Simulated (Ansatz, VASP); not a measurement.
## One calculation of TaN, two programs

File INCAR:

```
PREC = Accurate
ENCUT = 520
EDIFF = 1E-6
ISMEAR = 0
SIGMA = 0.15
LREAL = F
LASPH = T
NELM = 80
ALGO = Normal
ISIF = 2
LWAVE = F
LCHARG = F
GGA = PE
NBANDS = 24
```

KPOINTS

```
regular mesh
0
Gamma
  20 20 12
```

File POSCAR:

```
TaN
1.0
    0.0000000000      0.0000000000      2.8977716017
    2.9501846798      0.0000000000      0.0000000000
    0.0000000000      5.1098697572      0.0000000000
Ta N
2 2
Direct
    0.5000000000      0.0000000000      0.3319699301
    0.5000000000      0.5000000000      0.8319699301
    0.0000000000      0.5000000000      0.5176129734
    0.0000000000      0.0000000000      0.0176129734
```

Input for Ansatz:

```yaml
crystal:
  lattice:
    - [0.0, 0.0, 2.8977716017]
    - [2.9501846798, 0.0, 0.0]
    - [0.0, 5.1098697572, 0.0]
  atoms:
    - { symbol: Ta, position: [0.5, 0.0, 0.3319699301] }
    - { symbol: Ta, position: [0.5, 0.5, 0.8319699301] }
    - { symbol: "N", position: [0.0, 0.5, 0.5176129734] }
    - { symbol: "N", position: [0.0, 0.0, 0.0176129734] }
basis:
  ecutwfc: 420
kpoints:
  mp_grid: { grid: [20, 20, 12] }
hamiltonian:
  xc: pbe
scf:
  occupations: { method: gaussian, width: 0.15 }
output:
  forces: true
  stress: true
  eigenvalues: true
```

Change from the starting cell: mode 8 (511.7 1/cm) frozen in, largest displacement +0.090 Å.

Alike in both runs: task single point; functional PBE; k mesh 20 × 20 × 12; occupations gaussian, width 0.15 eV; no spin polarisation.

|  | VASP | Ansatz |
| --- | --- | --- |
| version | VASP 6.6.1 | Ansatz 0.2.0 |
| potentials or method | VASP PAW PBE potentials, release 64 (Ta_pv, N), cutoff 520 eV | scalar-relativistic, plane waves, PAW |
| valence electrons in the cell | 32 | 36 |

Ansatz gave:

| Item | Value |
| --- | --- |
| gap on the k mesh at the Fermi level (eV) | none |
| pressure (GPa) | 1.3 |
| traceless stress, the component that is largest in VASP (GPa) | -1.89 |
| rms of the force components (eV/Å) | 0.733 |

What did VASP give for the same quantities?

gap on the k mesh at the Fermi level (eV): none; pressure (GPa): 2.0; traceless stress, the component that is largest in VASP (GPa): -2.03; rms of the force components (eV/Å): 0.737.

Atom by atom the forces differ by 0.005 eV/Å (rms over components). A gap of «none» marks a metal or a gap that the smearing closes. With one functional, cell and mesh, what is left measures potentials, basis and numerics. VASP's potentials hold 32 valence electrons a cell and Ansatz's 36, so a difference there can come from the potentials and not from the codes.

Neither program's run includes spin-orbit coupling.
